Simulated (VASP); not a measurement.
Write the native input for VASP 6.6.1 that does the following.

```
Task                   : single point
Functional             : LDA
Potentials or basis    : VASP PAW LDA potentials, release 64 (Mg)
Cutoff                 : 520 eV
k mesh                 : 12 × 12 × 12
Occupations            : fermi-dirac, width 0.1 eV
Spin                   : no spin polarisation
Dipole correction      : no
Further INCAR settings : ALGO = Normal; EDIFF = 1e-06; NBANDS = 7
```

The structure of Mg lies in POSCAR:

```
Mg
1.0
    3.0720039846      0.0000000000      0.0000000000
    0.0000000000      3.0720039846      0.0000000000
    0.0000000000      0.0000000000      3.0720039846
Mg
1
Direct
    0.0000000000      0.0000000000      0.0000000000
```

This cell differs from its parent crystal: volume scaled by 1.12.

The input as run:

INCAR

```
PREC = Accurate ; ENCUT = 520
EDIFF = 1E-6 ; ISMEAR = -1
SIGMA = 0.1 ; LREAL = F
LASPH = T ; NELM = 100
ALGO = Normal ; ISIF = 2
LWAVE = F ; LCHARG = T
GGA = CA ; LELF = T
LVHAR = T ; NBANDS = 7
```

KPOINTS

```
Automatic mesh
0
Gamma
  12 12 12
```

Potentials or basis: VASP PAW LDA potentials, release 64 (Mg).

Command:

```console
$ cat potpaw_LDA.64/Mg/POTCAR > POTCAR
$ mpirun -np 1 vasp_std > vasp.out
```

It gave:

```
Pressure               : -2.4 GPa
Band gap on the k mesh : zero (band 1 reaches 5.56 eV, above the bottom of band 2 at -0.45 eV)
```

Run time: 5.3 s on 1 thread of Intel Xeon 6975P-C, with other jobs on the host, peak memory 0.13 GiB.
